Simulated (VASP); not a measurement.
Wanted: the native input for a VASP 6.6.1 run.

```
Task                   : single point
Functional             : r2SCAN
Dispersion             : rVV10
Potentials or basis    : VASP PAW PBE potentials, release 64 (Cd, Te)
Cutoff                 : 550 eV
k mesh                 : 6 × 6 × 6
Occupations            : fermi-dirac, width 0.03 eV
Spin                   : no spin polarisation
Dipole correction      : no
Further INCAR settings : ALGO = Normal; EDIFF = 1e-06; NBANDS = 16
```

CdTe:

```
Cd Te
1.0
     3.73487    0.00000    0.00000
     0.00000    3.73487    0.00000
     0.00000    0.00000    3.73487
Cd Te
1 1
Cartesian
  0.0000 0.0000 0.0000
  1.8674 1.8674 1.8674
```

One way to write it, as run:

POSCAR

```
CdTe
1.0
    3.7348687466      0.0000000000      0.0000000000
    0.0000000000      3.7348687466      0.0000000000
    0.0000000000      0.0000000000      3.7348687466
Cd Te
1 1
Direct
    0.0000000000      0.0000000000      0.0000000000
    0.5000000000      0.5000000000      0.5000000000
```

INCAR.step1

```
SYSTEM = CdTe
  PREC = Accurate
  ENCUT = 550
  ISMEAR = -1
  SIGMA = 0.03
  LREAL = .False.
  LASPH = .True.
  NELM = 120
  NBANDS = 16
  GGA = PE
  ALGO = Normal
  EDIFF = 1E-5
  LWAVE = .True.
  LCHARG = .False.
  GGA_COMPAT = .False.
```

INCAR.step2

```
SYSTEM = CdTe
  PREC = Accurate
  ENCUT = 550
  EDIFF = 1E-6
  ISMEAR = -1
  SIGMA = 0.03
  LREAL = .False.
  LASPH = .True.
  NELM = 120
  ALGO = Normal
  ISIF = 2
  LWAVE = .False.
  LCHARG = .False.
  METAGGA = R2SCAN
  LMIXTAU = .True.
  LUSE_VDW = .True.
  IVDW_NL = 2
  BPARAM = 11.95
  CPARAM = 0.0093
  NBANDS = 16
  ISTART = 1
  GGA_COMPAT = .False.
```

KPOINTS

```
Automatic mesh
0
Gamma
  6 6 6
  0 0 0
```

Potentials or basis: VASP PAW PBE potentials, release 64 (Cd, Te).

Launch:

```console
$ cat potpaw_PBE.64/Cd/POTCAR potpaw_PBE.64/Te/POTCAR > POTCAR
$ cp INCAR.step1 INCAR
$ mpirun -np 1 vasp_std > vasp.out
$ cp INCAR.step2 INCAR
$ mpirun -np 1 vasp_std > vasp.out
```

It gave:

The pressure is 0.4 GPa. The band gap on the k mesh is zero (band 9 reaches 5.47 eV, above the bottom of band 10 at 4.30 eV).

Caveat: the PAW data sets were made with another functional, which shifts forces and pressure a little; spin-orbit coupling is left out, which moves the levels of the heavy elements.

Run time: 56 s on 1 thread of AMD EPYC 9R45 96-Core Processor (Zen 5) (shared host), peak memory 0.26 GiB.
